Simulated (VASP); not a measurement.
# WSe2 in VASP: notebook

The runs below take WSe2 through relaxation of the atoms, single point, with PBE+D3(BJ).

Program: VASP 6.6.1. These are calculated values, not measurements. Logs are shortened: lines on timing, memory, paths and dates and some standing lists are left out, and cuts for length are marked.

## Step 1: The cell of the first run

The cell holds a sheet with vacuum, 6 atoms: a = 3.315 Å, b = 3.315 Å, c = 30.000 Å, α = 90.00°, β = 90.00°, γ = 120.00°.

## Step 2: Relaxation of the atoms, PBE+D3(BJ)

Contents of INCAR:

```
ALGO = Normal
DIPOL = 0.5 0.5 0.500
EDIFF = 1E-7
EDIFFG = -0.003
ENCUT = 450
GGA = PE
GGA_COMPAT = False
IBRION = 2
IDIPOL = 3
ISIF = 2
ISMEAR = 0
IVDW = 12
KPAR = 4
LASPH = True
LCHARG = False
LDIPOL = True
LREAL = False
LWAVE = False
NELM = 120
NELMDL = -8
NELMIN = 4
NSW = 80
PREC = Accurate
SIGMA = 0.01
```

Contents of KPOINTS:

```
k-points
0
Gamma
  12 12 1
```

Contents of POSCAR:

```
WSe2
1.0
    3.3148200000      0.0000000000      0.0000000000
   -1.6574100000      2.8707183290      0.0000000000
    0.0000000000      0.0000000000     30.0000000000
W Se
2 4
Direct
    0.3333333333      0.6666666667      0.6081666667
    0.6666666667      0.3333333333      0.3918333333
    0.6666666667      0.3333333333      0.6639000000
    0.6666666667      0.3333333333      0.5524333333
    0.3333333333      0.6666666667      0.4475666667
    0.3333333333      0.6666666667      0.3361000000
```

Potentials or basis: VASP PAW PBE potentials, release 64 (W_sv, Se).

The run is started by

```sh
> cat potpaw_PBE.64/W_sv/POTCAR potpaw_PBE.64/Se/POTCAR > POTCAR
> mpirun -np 4 vasp_std > vasp.out
```

OUTCAR:

```text
EDIFF = 1E-7
   EDIFFG = -0.003
   ENCUT = 450
   GGA = PE
   IBRION = 2
   ISIF = 2
   ISMEAR = 0
   IVDW = 12
   LASPH = True
   LREAL = False
   NELM = 120
   NELMDL = -8
   NELMIN = 4
   NSW = 80
   PREC = Accurate
 IVDW          = 12

 ion  position               nearest neighbor table
   1  0.333  0.667  0.608-   3 2.54   3 2.54   3 2.54   4 2.54   4 2.54   4 2.54
   2  0.667  0.333  0.392-   6 2.54   6 2.54   6 2.54   5 2.54   5 2.54   5 2.54
   3  0.667  0.333  0.664-   1 2.54   1 2.54   1 2.54
   4  0.667  0.333  0.552-   1 2.54   1 2.54   1 2.54
   5  0.333  0.667  0.448-   2 2.54   2 2.54   2 2.54
   6  0.333  0.667  0.336-   2 2.54   2 2.54   2 2.54

  LATTYP: Found a hexagonal cell.
 ALAT       =     3.3148200000
 C/A-ratio  =     9.0502651728

  Lattice vectors:

 A1 = (   3.3148200000,   0.0000000000,   0.0000000000)
 A2 = (  -1.6574100000,   2.8707183290,   0.0000000000)
 A3 = (   0.0000000000,   0.0000000000,  30.0000000000)

Analysis of symmetry for initial positions (statically):
=====================================================================
 Subroutine PRICEL returns:
 Original cell was already a primitive cell.

 Routine SETGRP: Setting up the symmetry group for a
 hexagonal supercell.

 Subroutine GETGRP returns: Found 12 space group operations
 (whereof 12 operations were pure point group operations)
 out of a pool of 24 trial point group operations.

The static configuration has the point symmetry D_3d.

Analysis of symmetry for dynamics (positions and initial velocities):
=====================================================================
 Subroutine PRICEL returns:
 Original cell was already a primitive cell.

 Routine SETGRP: Setting up the symmetry group for a
 hexagonal supercell.

 Subroutine GETGRP returns: Found 12 space group operations
 (whereof 12 operations were pure point group operations)
 out of a pool of 24 trial point group operations.

The dynamic configuration has the point symmetry D_3d.

 Subroutine INISYM returns: Found 12 space group operations
 (whereof 12 operations are pure point group operations),
 and found     1 'primitive' translations

----------------------------------------------------------------------------------------

                                     Primitive cell

  volume of cell :     285.4774

  direct lattice vectors                    reciprocal lattice vectors
     3.314820000  0.000000000  0.000000000     0.301675506  0.174172434  0.000000000
    -1.657410000  2.870718329  0.000000000     0.000000000  0.348344869  0.000000000
     0.000000000  0.000000000 30.000000000     0.000000000  0.000000000  0.033333333

  length of vectors
     3.314820000  3.314820000 30.000000000     0.348344869  0.348344869  0.033333333

  position of ions in fractional coordinates (direct lattice)
     0.333333333  0.666666667  0.608166667
     0.666666667  0.333333333  0.391833333
     0.666666667  0.333333333  0.663900000
     0.666666667  0.333333333  0.552433333
     0.333333333  0.666666667  0.447566667
     0.333333333  0.666666667  0.336100000

  ion indices of the primitive-cell ions
   primitive index   ion index
                 1           1
                 2           2
                 3           3
                 4           4
                 5           5
                 6           6

----------------------------------------------------------------------------------------

 KPOINTS: k-points

Automatic generation of k-mesh.
 Grid dimensions read from file:
 generate k-points for:   12   12    1

 Generating k-lattice:

  Cartesian coordinates                     Fractional coordinates (reciprocal lattice)
     0.025139625  0.014514370  0.000000000     0.083333333  0.000000000  0.000000000
     0.000000000  0.029028739  0.000000000     0.000000000  0.083333333  0.000000000
     0.000000000  0.000000000  0.033333333     0.000000000  0.000000000  1.000000000

  Length of vectors
     0.029028739  0.029028739  0.033333333

  Shift w.r.t. Gamma in fractional coordinates (k-lattice)
     0.000000000  0.000000000  0.000000000

 Subroutine IBZKPT returns following result:
 ===========================================

 Found     19 irreducible k-points:

 Following reciprocal coordinates:
            Coordinates               Weight
  0.000000  0.000000  0.000000      1.000000
  0.083333  0.000000  0.000000      6.000000
  0.166667 -0.000000  0.000000      6.000000
  0.250000  0.000000  0.000000      6.000000
  0.333333 -0.000000  0.000000      6.000000
  0.416667 -0.000000  0.000000      6.000000
[... 11 lines left out ...]
  0.333333  0.250000  0.000000     12.000000
  0.333333  0.333333  0.000000      2.000000
   k-points           NKPTS =     19   k-points in BZ     NKDIM =     19   number of bands    NBANDS=     31
   number of dos      NEDOS =    301   number of ions     NIONS =      6
   total plane-waves  NPLWV = 120960
   dimension x,y,z NGX =    24 NGY =   24 NGZ =  210
   dimension x,y,z NGXF=    48 NGYF=   48 NGZF=  420
   ions per type =               2   4
   NGX,Y,Z   is equivalent  to a cutoff of  12.04, 12.04, 11.64 a.u.
   NGXF,Y,Z  is equivalent  to a cutoff of  24.07, 24.07, 23.27 a.u.
 SYSTEM =  unknown system
   PREC   = accura    normal or accurate (medium, high low for compatibility)
   ISTART =      0    job   : 0-new  1-cont  2-samecut
   ICHARG =      2    charge: 1-file 2-atom 10-const
   ISPIN  =      1    spin polarized calculation?
   LNONCOLLINEAR =      F non collinear calculations
   LSORBIT =      F    spin-orbit coupling
   LASPH  =      T    aspherical Exc in radial PAW
   ENCUT  =  450.0 eV  33.07 Ry    5.75 a.u.   5.73  5.73 51.89*2*pi/ulx,y,z
   NELM   =    120;   NELMIN=  4; NELMDL= -8     # of ELM steps
   EDIFF  = 0.1E-06   stopping-criterion for ELM
   LREAL  =      F    real-space projection
   EDIFFG = -.3E-02   stopping-criterion for IOM
   NSW    =     80    number of steps for IOM
   IBRION =      2    ionic relax: 0-MD 1-quasi-New 2-CG
   NFREE  =      1    steps in history (QN), initial steepest desc. (CG)
   ISIF   =      2    stress and relaxation
   ISYM   =      2    0-nonsym 1-usesym 2-fastsym
   POTIM  = 0.5000    time-step for ionic-motion
   TEBEG  =    0.0;   TEEND  =   0.0 temperature during run
   PSTRESS=    0.0 pullay stress
   NELECT =      52.0000    total number of electrons
   NUPDOWN=      -1.0000    fix difference up-down
   EMIN   =  10.00;   EMAX   =-10.00  energy-range for DOS
   EFERMI =   0.00;   METHOD = LEGACY
   ISMEAR =     0;   SIGMA  =   0.01  broadening in eV -4-tet -1-fermi 0-gaus
   EFERMI_NEDOS =   21; number of points for ismear=-14 and -15
   IALGO  =     38    algorithm
   IMIX   =      4    mixing-type and parameters
     AMIX     =   0.40;   BMIX     =  1.00
     AMIX_MAG =   1.60;   BMIX_MAG =  1.00
  volume/ion in A,a.u.               =      47.58       321.08
  Fermi-wavevector in a.u.,A,eV,Ry     =   0.928009  1.753682 11.717338  0.861200
  Thomas-Fermi vector in A             =   2.054139
   LORBIT       =      0    0 simple, 1 ext, 2 COOP (PROOUT), +10 PAW based schemes
   GGA     = PE    functional components
   LHFCALC =     F    Hartree Fock is set to
   AEXX    =    0.0000 exact exchange contribution
   IVDW    =    12    specifies the selected vdW correction
   LEPSILON=     F    determine dielectric tensor
   LRPA    =     F    only Hartree local field effects (RPA)
 conjugate gradient relaxation of ions
 non-spin polarized calculation
 Gauss-broadening in eV      SIGMA  =   0.01
  energy-cutoff  :      450.00
  volume of cell :      285.48
 maximum number of plane-waves:      6232
 NGX is ok and might be reduce to    24
   NGX = 11   NGY = 11   NGZ =103

--------------------------------------- Ionic step        1  -------------------------------------------

 number of electron      51.9999994 magnetization

 Free energy of the ion-electron system (eV)
  ---------------------------------------------------
  ext. energy  EPLUGINS =         0.00000000
  ---------------------------------------------------
  free energy    TOTEN  =       -43.20154885 eV

  energy without entropy =      -43.20154885  energy(sigma->0) =      -43.20154885

------------------------ aborting loop because EDIFF is reached ----------------------------------------

 Edisp (eV)   -2.35636

 E8    (eV) :    -1.0846

  FORCE on cell =-STRESS in cart. coord.  units (eV):
  Direction    XX          YY          ZZ          XY          YZ          ZX
  --------------------------------------------------------------------------------------
  -------------------------------------------------------------------------------------
  Total      -1.47463    -1.47463     0.13035     0.00000     0.00000     0.00000
  in kB      -8.27604    -8.27604     0.73153     0.00000     0.00000     0.00000
  external pressure =       -5.27 kB  Pullay stress =        0.00 kB
[... 109 lines left out ...]
  FREE ENERGIE OF THE ION-ELECTRON SYSTEM (eV)
  ---------------------------------------------------
  free  energy   TOTEN  =       -45.5587307896 eV

  energy  without entropy=      -45.5587307896  energy(sigma->0) =      -45.55873079

 dipolmoment           0.000000      0.000000      0.000000 electrons x Angstroem

[... ionic steps 4 to 15 ...]

--------------------------------------- Ionic step       16  -------------------------------------------

 number of electron      51.9999993 magnetization

------------------------ aborting loop because EDIFF is reached ----------------------------------------

 Edisp (eV)   -2.37822

 E8    (eV) :    -1.0947
[... 77 lines left out ...]
  energy  without entropy=      -45.5614946416  energy(sigma->0) =      -45.56149464

--------------------------------------- Ionic step       18  -------------------------------------------

 number of electron      51.9999993 magnetization

 dipolmoment           0.000000      0.000000     -0.000000 electrons x Angstroem

 Free energy of the ion-electron system (eV)
  ---------------------------------------------------
  ext. energy  EPLUGINS =         0.00000000
  ---------------------------------------------------
  free energy    TOTEN  =       -43.18292466 eV

  energy without entropy =      -43.18292466  energy(sigma->0) =      -43.18292466

 E-fermi :  -0.0606     XC(G=0):  -4.9661

 val. band max:       -0.1657535939   @ k =   0.0000   0.0000   0.0000
 cond. band min:       1.0802722065   @ k =   0.1667   0.1667   0.0000
 fundamental gap:      1.2460258004
 Fermi energy:        -0.0605949150

 k-point     1 :       0.0000    0.0000    0.0000
  band No.  band energies     occupation
      1     -74.4518      2.00000
      2     -74.4518      2.00000
      3     -38.6759      2.00000
      4     -38.6759      2.00000
      5     -38.5714      2.00000
      6     -38.5714      2.00000
[... 635 lines left out ...]
     30       2.7500      0.00000
     31       3.0271      0.00000

------------------------ aborting loop because EDIFF is reached ----------------------------------------

 vacuum level on the upper side and lower side of the slab       (xc-potential included)        -0.006        -0.006

 Edisp (eV)   -2.37857

 E8    (eV) :    -1.0948

  FORCE on cell =-STRESS in cart. coord.  units (eV):
  Direction    XX          YY          ZZ          XY          YZ          ZX
  --------------------------------------------------------------------------------------
  -------------------------------------------------------------------------------------
  Total      -1.60923    -1.60923    -0.05068    -0.00000     0.00000     0.00000
  in kB      -9.03143    -9.03143    -0.28441    -0.00000     0.00000     0.00000
  external pressure =       -6.12 kB  Pullay stress =        0.00 kB
[... 21 lines left out ...]
  FREE ENERGIE OF THE ION-ELECTRON SYSTEM (eV)
  ---------------------------------------------------
  free  energy   TOTEN  =       -45.5614971781 eV

  energy  without entropy=      -45.5614971781  energy(sigma->0) =      -45.56149718

 reached required accuracy - stopping structural energy minimisation

 vacuum level on the upper side and lower side of the slab         4.709         4.709
```

Run time: 8.2 min. Hardware: 4 MPI ranks of Intel Xeon Platinum 8259CL at 2.50GHz (Skylake/Cascade Lake), shared host; peak memory 0.43 GiB.

Results:

* Free energy: -45.5615 eV
* Energy gained by relaxing: 0.6 meV/atom
* Ionic steps: 18
* Band gap on the k mesh: 1.25 eV (least direct gap 1.50 eV)
* Dispersion energy per atom: -0.396 eV

Forces on the atoms (eV/Å):
```
W    0.000  0.000  0.000
W    0.000  0.000  0.000
Se   0.000  0.000 -0.002
Se   0.000  0.000  0.003
Se   0.000  0.000 -0.003
Se   0.000  0.000  0.002
```

The path:
| step | energy change (eV) | largest force (eV/Å) | pressure (GPa) |
| --- | --- | --- | --- |
| 1 | 0.0000 | 0.0971 | -0.53 |
| 2 | -0.0008 | 0.0310 | -0.67 |
| 3 | -0.0008 | 0.0275 | -0.71 |
| 4 | -0.0008 | 0.0257 | -0.71 |
| 5 | -0.0009 | 0.0230 | -0.71 |
| 6 | -0.0012 | 0.0542 | -0.70 |
| 7 | -0.0013 | 0.1177 | -0.70 |
| 8 | -0.0014 | 0.1172 | -0.70 |
| 9 | -0.0014 | 0.1163 | -0.70 |
| 10 | -0.0015 | 0.1140 | -0.69 |
| 11 | -0.0017 | 0.1083 | -0.69 |
| 12 | -0.0020 | 0.0980 | -0.68 |
| 13 | -0.0026 | 0.0772 | -0.67 |
| 14 | -0.0034 | 0.0359 | -0.64 |
| 15 | -0.0031 | 0.0500 | -0.58 |
| 16 | -0.0036 | 0.0063 | -0.62 |
| 17 | -0.0036 | 0.0055 | -0.62 |
| 18 | -0.0036 | 0.0028 | -0.61 |

Final structure:
```yaml
crystal:
  lattice:
    - [3.31482, 0.00000, 0.00000]
    - [-1.65741, 2.87072, 0.00000]
    - [0.00000, 0.00000, 30.00000]
  atoms:
    - { symbol: W, position: [0.33333, 0.66667, 0.60641] }
    - { symbol: W, position: [0.66667, 0.33333, 0.39359] }
    - { symbol: Se, position: [0.66667, 0.33333, 0.66227] }
    - { symbol: Se, position: [0.66667, 0.33333, 0.55058] }
    - { symbol: Se, position: [0.33333, 0.66667, 0.44942] }
    - { symbol: Se, position: [0.33333, 0.66667, 0.33773] }
```

Caveat: spin-orbit coupling is left out, which moves the levels of the heavy elements.

## Step 3: Single point, PBE+D3(BJ)

This run uses another cell than the first one.

Contents of INCAR:

```
SYSTEM = WSe2
  PREC = Accurate
  ENCUT = 520
  EDIFF = 1E-6
  ISMEAR = 0
  SIGMA = 0.01
  LREAL = .FALSE.
  LASPH = .TRUE.
  NELM = 100
  ALGO = Normal
  ISIF = 2
  LWAVE = .FALSE.
  LCHARG = .TRUE.
  LDIPOL = .TRUE.
  IDIPOL = 3
  DIPOL = 0.5 0.5 0.345
  GGA = PE
  IVDW = 12
  LELF = .TRUE.
  LVHAR = .TRUE.
  LVACPOTAV = .TRUE.
  NBANDS = 35
```

Contents of KPOINTS:

```
regular mesh
0
G
  12 12 1
  0 0 0
```

Contents of POSCAR:

```
WSe2
1.0
    3.3148200000      0.0000000000      0.0000000000
   -1.6574100000      2.8707183290      0.0000000000
    0.0000000000      0.0000000000     43.4680000000
W Se
2 4
Direct
    0.3333333333      0.6666666667      0.4184660092
    0.6666666667      0.3333333333      0.2716968692
    0.6666666667      0.3333333333      0.4569561661
    0.6666666667      0.3333333333      0.3799958467
    0.3333333333      0.6666666667      0.3101670318
    0.3333333333      0.6666666667      0.2332067124
```

Potentials or basis: VASP PAW PBE potentials, release 64 (W_sv, Se).

The run is started by

```sh
> cat potpaw_PBE.64/W_sv/POTCAR potpaw_PBE.64/Se/POTCAR > POTCAR
> mpirun -np 1 vasp_std > vasp.out
```

OUTCAR:

```text
SYSTEM = WSe2
   PREC = Accurate
   ENCUT = 520
   EDIFF = 1E-6
   ISMEAR = 0
   LREAL = .FALSE.
   LASPH = .TRUE.
   NELM = 100
   ISIF = 2
   GGA = PE
   IVDW = 12
 IVDW          = 12

 ion  position               nearest neighbor table
   1  0.333  0.667  0.418-   4 2.54   4 2.54   4 2.54   3 2.54   3 2.54   3 2.54
   2  0.667  0.333  0.272-   5 2.54   5 2.54   5 2.54   6 2.54   6 2.54   6 2.54
   3  0.667  0.333  0.457-   1 2.54   1 2.54   1 2.54
   4  0.667  0.333  0.380-   1 2.54   1 2.54   1 2.54
[... 936 lines left out ...]
  -------------------------------------------------------------------------------------
  Total      -1.48335    -1.48335     0.28025     0.00000    -0.00000     0.00000
  in kB      -5.74559    -5.74559     1.08553     0.00000    -0.00000     0.00000
  external pressure =       -3.47 kB  Pullay stress =        0.00 kB

 VOLUME and BASIS-vectors are now :
 -----------------------------------------------------------------------------
  energy-cutoff  :      520.00
  volume of cell :      413.64
      direct lattice vectors                 reciprocal lattice vectors
     3.314820000  0.000000000  0.000000000     0.301675506  0.174172434  0.000000000
    -1.657410000  2.870718329  0.000000000     0.000000000  0.348344869  0.000000000
     0.000000000  0.000000000 43.468000000     0.000000000  0.000000000  0.023005429

 POSITION                                       TOTAL-FORCE (eV/Angst)
 -----------------------------------------------------------------------------------
     -0.00000      1.91381     18.18988         0.000000      0.000000      0.001756
      1.65741      0.95691     11.81012        -0.000000      0.000000     -0.001756
      1.65741      0.95691     19.86297         0.000000      0.000000      0.044250
      1.65741      0.95691     16.51766        -0.000000     -0.000000     -0.045108
     -0.00000      1.91381     13.48234        -0.000000      0.000000      0.045108
     -0.00000      1.91381     10.13703        -0.000000      0.000000     -0.044250
 -----------------------------------------------------------------------------------
    total drift:                                0.000000      0.000000     -0.000115

  FREE ENERGIE OF THE ION-ELECTRON SYSTEM (eV)
  ---------------------------------------------------
  free  energy   TOTEN  =       -45.5612324551 eV

  energy  without entropy=      -45.5612324551  energy(sigma->0) =      -45.56123246

 vacuum level on the upper side and lower side of the slab         3.255         3.255
```

stdout:

```text
POSCAR found type information on POSCAR W Se
 POSCAR found :  2 types and       6 ions
 scaLAPACK will be used
 LDA part: xc-table for (Slater+PW92), standard interpolation
 POSCAR, INCAR and KPOINTS ok, starting setup
 FFT: planning ... GRIDC
 FFT: planning ... GRID_SOFT
 FFT: planning ... GRID
 WAVECAR not read
 entering main loop
```

Run time: 23 min. Hardware: 1 thread of Intel Xeon 8259CL, shared host; peak memory 0.67 GiB.

Results:

- Free energy: -45.5612 eV
- Largest force: 0.045 eV/Å
- Band gap on the k mesh: 1.25 eV (least direct gap 1.50 eV)
- Dispersion energy per atom: -0.396 eV
- Ionisation potential of the upper face: 4.88 eV

Forces in eV/Å, atoms in the order of the input:
```
W    0.000  0.000  0.002
W    0.000  0.000 -0.002
Se   0.000  0.000  0.044
Se   0.000  0.000 -0.045
Se   0.000  0.000  0.045
Se   0.000  0.000 -0.044
```

Caveat: spin-orbit coupling is left out, which moves the levels of the heavy elements.
